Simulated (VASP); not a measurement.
# Yb (Fm-3m) in VASP: a series of runs

Yb is run at these levels: PBE; tasks: single point.

All numbers are computed with VASP 6.6.1; they aren't measurements. Logs are shortened: lines on timing, memory, paths and dates and some standing lists are left out, and cuts for length are marked.

### Step 1. The cell of the first run

The structure is cubic, space group Fm-3m (No. 225). The conventional cell has a = 4.638 Å, b = 4.638 Å, c = 4.638 Å, α = 90.00°, β = 90.00°, γ = 90.00°. Yb (site symmetry m-3m) has 12 Yb at 3.28 Å within 4.3 Å.

### Step 2. Single point, PBE (volume scaled by 0.7)

INCAR reads:

```
SYSTEM = Yb
  PREC = Accurate
  ENCUT = 520
  EDIFF = 1E-6
  ISMEAR = -1
  SIGMA = 0.08
  LREAL = .FALSE.
  LASPH = .TRUE.
  NELM = 100
  ALGO = Normal
  ISIF = 2
  LWAVE = .FALSE.
  LCHARG = .FALSE.
  GGA = PE
  NBANDS = 18
```

KPOINTS reads:

```
regular mesh
0
G
  14 14 14
  0 0 0
```

POSCAR reads:

```
Yb
1.0
    0.0000000000      2.3188371104      2.3188371104
    2.3188371104      0.0000000000      2.3188371104
    2.3188371104      2.3188371104      0.0000000000
Yb
1
Direct
    0.0000000000      0.0000000000      0.0000000000
```

Potentials or basis: VASP PAW PBE potentials, release 64 (Yb).

Launch:

```sh
$ cat potpaw_PBE.64/Yb/POTCAR > POTCAR
$ mpirun -np 1 vasp_std > vasp.out
```

OUTCAR:

```text
SYSTEM = Yb
   PREC = Accurate
   ENCUT = 520
   EDIFF = 1E-6
   ISMEAR = -1
   LREAL = .FALSE.
   LASPH = .TRUE.
   NELM = 100
   ISIF = 2
   GGA = PE

 ion  position               nearest neighbor table
   1  0.000  0.000  0.000-

  LATTYP: Found a face centered cubic cell.
 ALAT       =     4.6376742208

  Lattice vectors:

 A1 = (   0.0000000000,   2.3188371104,   2.3188371104)
 A2 = (   2.3188371104,   0.0000000000,   2.3188371104)
 A3 = (   2.3188371104,   2.3188371104,   0.0000000000)

Analysis of symmetry for initial positions (statically):
=====================================================================
 Subroutine PRICEL returns:
 Original cell was already a primitive cell.

 Routine SETGRP: Setting up the symmetry group for a
 face centered cubic supercell.

 Subroutine GETGRP returns: Found 48 space group operations
 (whereof 48 operations were pure point group operations)
 out of a pool of 48 trial point group operations.

The static configuration has the point symmetry O_h .

Analysis of symmetry for dynamics (positions and initial velocities):
=====================================================================
 Subroutine PRICEL returns:
 Original cell was already a primitive cell.

 Routine SETGRP: Setting up the symmetry group for a
 face centered cubic supercell.

 Subroutine GETGRP returns: Found 48 space group operations
 (whereof 48 operations were pure point group operations)
 out of a pool of 48 trial point group operations.

The dynamic configuration has the point symmetry O_h .

 Subroutine INISYM returns: Found 48 space group operations
 (whereof 48 operations are pure point group operations),
 and found     1 'primitive' translations

----------------------------------------------------------------------------------------

                                     Primitive cell

  volume of cell :      24.9368

  direct lattice vectors                    reciprocal lattice vectors
     0.000000000  2.318837110  2.318837110    -0.215625323  0.215625323  0.215625323
     2.318837110  0.000000000  2.318837110     0.215625323 -0.215625323  0.215625323
     2.318837110  2.318837110  0.000000000     0.215625323  0.215625323 -0.215625323

  length of vectors
     3.279330890  3.279330890  3.279330890     0.373474014  0.373474014  0.373474014

  position of ions in fractional coordinates (direct lattice)
[... 70 lines left out ...]
   ICHARG =      2    charge: 1-file 2-atom 10-const
   ISPIN  =      1    spin polarized calculation?
   LNONCOLLINEAR =      F non collinear calculations
   LSORBIT =      F    spin-orbit coupling
   LASPH  =      T    aspherical Exc in radial PAW
   ENCUT  =  520.0 eV  38.22 Ry    6.18 a.u.   6.10  6.10  6.10*2*pi/ulx,y,z
   NELM   =    100;   NELMIN=  2; NELMDL= -5     # of ELM steps
   EDIFF  = 0.1E-05   stopping-criterion for ELM
   LREAL  =      F    real-space projection
   EDIFFG = 0.1E-04   stopping-criterion for IOM
   NSW    =      0    number of steps for IOM
   IBRION =     -1    ionic relax: 0-MD 1-quasi-New 2-CG
   NFREE  =      0    steps in history (QN), initial steepest desc. (CG)
   ISIF   =      2    stress and relaxation
   ISYM   =      2    0-nonsym 1-usesym 2-fastsym
   POTIM  = 0.5000    time-step for ionic-motion
   TEBEG  =    0.0;   TEEND  =   0.0 temperature during run
   PSTRESS=    0.0 pullay stress
   NELECT =      24.0000    total number of electrons
   NUPDOWN=      -1.0000    fix difference up-down
   EMIN   =  10.00;   EMAX   =-10.00  energy-range for DOS
   EFERMI =   0.00;   METHOD = LEGACY
   ISMEAR =    -1;   SIGMA  =   0.08  broadening in eV -4-tet -1-fermi 0-gaus
   EFERMI_NEDOS =   21; number of points for ismear=-14 and -15
   IALGO  =     38    algorithm
   IMIX   =      4    mixing-type and parameters
     AMIX     =   0.40;   BMIX     =  1.00
     AMIX_MAG =   1.60;   BMIX_MAG =  1.00
  volume/ion in A,a.u.               =      24.94       168.28
  Fermi-wavevector in a.u.,A,eV,Ry     =   1.616336  3.054432 35.545797  2.612542
  Thomas-Fermi vector in A             =   2.710939
   LORBIT       =      0    0 simple, 1 ext, 2 COOP (PROOUT), +10 PAW based schemes
   GGA     = PE    functional components
   LHFCALC =     F    Hartree Fock is set to
   AEXX    =    0.0000 exact exchange contribution
   IVDW    =     0    specifies the selected vdW correction
   LEPSILON=     F    determine dielectric tensor
   LRPA    =     F    only Hartree local field effects (RPA)
 non-spin polarized calculation
  energy-cutoff  :      520.00
  volume of cell :       24.94
 maximum number of plane-waves:       692
   NGX = 13   NGY = 13   NGZ = 13

 number of electron      24.0000003 magnetization

 Free energy of the ion-electron system (eV)
  ---------------------------------------------------
  ext. energy  EPLUGINS =         0.00000000
  ---------------------------------------------------
  free energy    TOTEN  =        -3.27508709 eV

  energy without entropy =       -3.23115235  energy(sigma->0) =       -3.25311972

 E-fermi :   2.8033     XC(G=0): -11.1999

 val. band max:        2.7962274613   @ k =  -0.2857   0.3571   0.0714
 cond. band min:       2.8310193748   @ k =  -0.2857   0.3571   0.1429
 fundamental gap:      0.0347919135
 Fermi energy:         2.8032851945

 k-point     1 :       0.0000    0.0000    0.0000
  band No.  band energies     occupation
      1     -48.7006      2.00000
      2     -20.5031      2.00000
      3     -20.5031      2.00000
      4     -20.5031      2.00000
      5      -2.9968      2.00000
      6       2.0565      1.99982
[... 481 lines left out ...]
      5      -0.7438      2.00000
      6       2.0806      1.99976
[... 10 lines left out ...]
     17      10.0808      0.00000
     18      15.6711      0.00000

 [... further k-points ...]

------------------------ aborting loop because EDIFF is reached ----------------------------------------

  FORCE on cell =-STRESS in cart. coord.  units (eV):
  Direction    XX          YY          ZZ          XY          YZ          ZX
  --------------------------------------------------------------------------------------
  -------------------------------------------------------------------------------------
  Total        1.7402473      1.7402473      1.7402473      0.0000000      0.0000000     -0.0000000
  in kB      111.8100487    111.8100487    111.8100487      0.0000000      0.0000000     -0.0000000
  external PRESSURE =     111.8100487 kB  Pullay stress =       0.0000000 kB

 VOLUME and BASIS-vectors are now :
 -----------------------------------------------------------------------------
  energy-cutoff  :      520.00
  volume of cell :       24.94
      direct lattice vectors                 reciprocal lattice vectors
     0.000000000  2.318837110  2.318837110    -0.215625323  0.215625323  0.215625323
     2.318837110  0.000000000  2.318837110     0.215625323 -0.215625323  0.215625323
     2.318837110  2.318837110  0.000000000     0.215625323  0.215625323 -0.215625323

 POSITION                                       TOTAL-FORCE (eV/Angst)
 -----------------------------------------------------------------------------------
      0.00000      0.00000      0.00000        -0.000000     -0.000000     -0.000000
 -----------------------------------------------------------------------------------
    total drift:                               -0.000000     -0.000000      0.000000

  FREE ENERGIE OF THE ION-ELECTRON SYSTEM (eV)
  ---------------------------------------------------
  free  energy   TOTEN  =        -3.2750870852 eV

  energy  without entropy=       -3.2311523489  energy(sigma->0) =       -3.25311972
```

Run time: 42 s. Hardware: 1 thread of AMD EPYC 9R45 (Zen 5), shared host; peak memory 0.15 GiB.

Results:

* Free energy: -3.2751 eV
* Pressure: 11.2 GPa
* Band gap on the k mesh: zero (band 12 reaches 2.83 eV, above the bottom of band 13 at 2.37 eV)

Caveat: spin-orbit coupling is left out, which moves the levels of the heavy elements. Spin polarisation is off, so any magnetic state and its effect on volume and gap are missing.

### Step 3. Single point, PBE (volume scaled by 0.8)

INCAR reads:

```
SYSTEM = Yb
PREC = Accurate
ENCUT = 520
EDIFF = 1E-6
ISMEAR = -1
SIGMA = 0.08
LREAL = .FALSE.
LASPH = .TRUE.
NELM = 60
ALGO = Normal
ISIF = 2
LWAVE = .FALSE.
LCHARG = .FALSE.
GGA = PE
NBANDS = 18
```

KPOINTS reads:

```
Automatic mesh
0
G
  14 14 14
  0 0 0
```

POSCAR reads:

```
Yb
1.0
    0.0000000000      2.4243811082      2.4243811082
    2.4243811082      0.0000000000      2.4243811082
    2.4243811082      2.4243811082      0.0000000000
Yb
1
Direct
    0.0000000000      0.0000000000      0.0000000000
```

Potentials or basis: VASP PAW PBE potentials, release 64 (Yb).

Launch:

```sh
$ cat potpaw_PBE.64/Yb/POTCAR > POTCAR
$ mpirun -np 1 vasp_std > vasp.out
```

Wall time 55 s (1 thread of AMD EPYC 9R45 (Zen 5), shared host); peak memory 0.18 GiB.

Results (log left out):

```
Free energy            : -3.4746 eV
Pressure               : 6.1 GPa
Band gap on the k mesh : zero (band 12 reaches 2.28 eV, above the bottom of band 13 at 2.04 eV)
```

Levels at points of the mesh, in eV from the Fermi level:
| k point | band 8 | band 9 | band 10 | band 11 | band 12 | band 13 | band 14 | band 15 | band 16 | band 17 |
| --- | --- | --- | --- | --- | --- | --- | --- | --- | --- | --- |
| (0.00, 0.00, 0.00) | -0.52 | -0.52 | -0.37 | -0.37 | -0.37 | 3.10 | 3.10 | 3.10 | 5.79 | 5.79 |
| (0.50, 0.00, 0.00) | -0.53 | -0.50 | -0.40 | -0.40 | -0.36 | 1.07 | 2.82 | 2.82 | 7.79 | 7.79 |
| (0.50, 0.50, 0.00) | -0.51 | -0.50 | -0.42 | -0.42 | -0.42 | -0.30 | 2.79 | 7.83 | 8.41 | 8.41 |

Caveat: spin-orbit coupling is left out, which moves the levels of the heavy elements. Spin polarisation is off, so any magnetic state and its effect on volume and gap are missing.

(Continued in part 2 of 2.)
